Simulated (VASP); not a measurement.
A run of VASP 6.6.1:

INCAR

```
ALGO = Normal
EDIFF = 1E-6
ENCUT = 520
GGA = RE
ISIF = 2
ISMEAR = -1
ISPIN = 2
LASPH = True
LCHARG = False
LMAXMIX = 4
LORBIT = 11
LREAL = Auto
LUSENCCL = False
LWAVE = False
MAGMOM = -2.464 0.609 0.609 -0.191 -0.191 -0.191 -2.464 0.609 0.609 -0.191 -0.191 -0.191 -2.464 0.609 0.609 -0.191 -0.191 -0.191 3.084 -2.464 0.609 0.609 0.609 0.609 0.609 0.609 -0.191 -0.191 -0.191
NBANDS = 212
NELM = 150
PREC = Accurate
SIGMA = 0.05
```

KPOINTS

```
k-points
0
Gamma
  4 4 4
```

Contents of POSCAR:

```
Mn
1.0
   -4.3411615006      4.3411615006      4.3411615006
    4.3411615006     -4.3411615006      4.3411615006
    4.3411615006      4.3411615006     -4.3411615006
Mn
29
Direct
    0.3636154075      0.0000000000      0.0000000000
    0.6114369611      0.3225885520      0.0000000000
    0.6114369611      0.0000000000      0.3225885520
    0.8049148547      0.6270549890      0.0000000000
    0.8049148547      1.0000000000      0.6270549890
    0.8221401344      0.1950851453      0.1950851453
    1.0000000000      0.3636154075      0.0000000000
    0.3225885520      0.6114369611      1.0000000000
    1.0000000000      0.6114369611      0.3225885520
    0.6270549890      0.8049148547      0.0000000000
    0.0000000000      0.8049148547      0.6270549890
    0.1950851453      0.8221401344      0.1950851453
    1.0000000000      0.0000000000      0.3636154075
    1.0000000000      0.3225885520      0.6114369611
    0.3225885520      1.0000000000      0.6114369611
    1.0000000000      0.6270549890      0.8049148547
    0.6270549890      1.0000000000      0.8049148547
    0.1950851453      0.1950851453      0.8221401344
    0.0000000000      0.0000000000      0.0000000000
    0.6363845925      0.6363845925      0.6363845925
    0.3885630389      0.3885630389      0.7111515909
    0.7111515909      0.3885630389      0.3885630389
    0.3885630389      0.7111515909      0.3885630389
    0.6774114480      0.6774114480      0.2888484091
    0.2888484091      0.6774114480      0.6774114480
    0.6774114480      0.2888484091      0.6774114480
    0.3729450110      0.3729450110      0.1778598656
    0.1778598656      0.3729450110      0.3729450110
    0.3729450110      0.1778598656      0.3729450110
```

Potentials or basis: VASP PAW PBE potentials, release 64 (Mn_pv).

Command:

```sh
$ cat potpaw_PBE.64/Mn_pv/POTCAR > POTCAR
$ mpirun -np 1 vasp_std > vasp.out
```

Hardware: 1 × NVIDIA H100 80GB with 1 thread of AMD EPYC 7R13 Processor (Zen 3) (shared host).

Q: Estimate the wall time of this run.

A: It took 9.4 min on 1 × NVIDIA H100 80GB with 1 thread of AMD EPYC 7R13 Processor (Zen 3), with other jobs on the host, peak memory 1.9 GiB. Counts: scf iterations 31, k points 8.
